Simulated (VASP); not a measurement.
Input of a VASP 6.6.1 run:

INCAR

```
  PREC = Accurate
  ENCUT = 520
  EDIFF = 1E-7
  ISMEAR = 0
  SIGMA = 0.15
  LREAL = False
  LASPH = True
  NELM = 60
  ALGO = Normal
  ISIF = 2
  LWAVE = False
  LCHARG = True
  GGA = CA
  LELF = True
  LVHAR = True
  NBANDS = 20
```

KPOINTS

```
regular mesh
0
Gamma
  18 18 10
```

Contents of POSCAR:

```
Ta2N
1.0
    3.1978957665      0.0000000000      0.0000000000
   -1.5989478833      2.7694589724      0.0000000000
    0.0000000000      0.0000000000      4.7396013155
Ta N
2 1
Direct
    0.6666666667      0.3333333333      0.7466885012
    0.3333333333      0.6666666667      0.2533114988
    0.0000000000      0.0000000000      0.0000000000
```

Potentials or basis: VASP PAW LDA potentials, release 64 (Ta_pv, N).

The run is started by

```sh
$ cat potpaw_LDA.64/Ta_pv/POTCAR potpaw_LDA.64/N/POTCAR > POTCAR
$ mpirun -np 1 vasp_std > vasp.out
```

Problem. Predict the band gap on the k mesh.

Solution. Zero (an odd number of electrons rules out a gap without spin polarisation).

Problem. Estimate the largest force.

Solution. 0.746 eV/Å.

Problem. What does it give for the pressure?

Solution. -19.0 GPa.

Stress tensor (GPa, compression positive):
```
-22.65   0.00   0.00
  0.00 -22.65   0.00
  0.00   0.00 -11.81
```

Caveat: the cell stands under tension; spin-orbit coupling is left out, which moves the levels of the heavy elements.
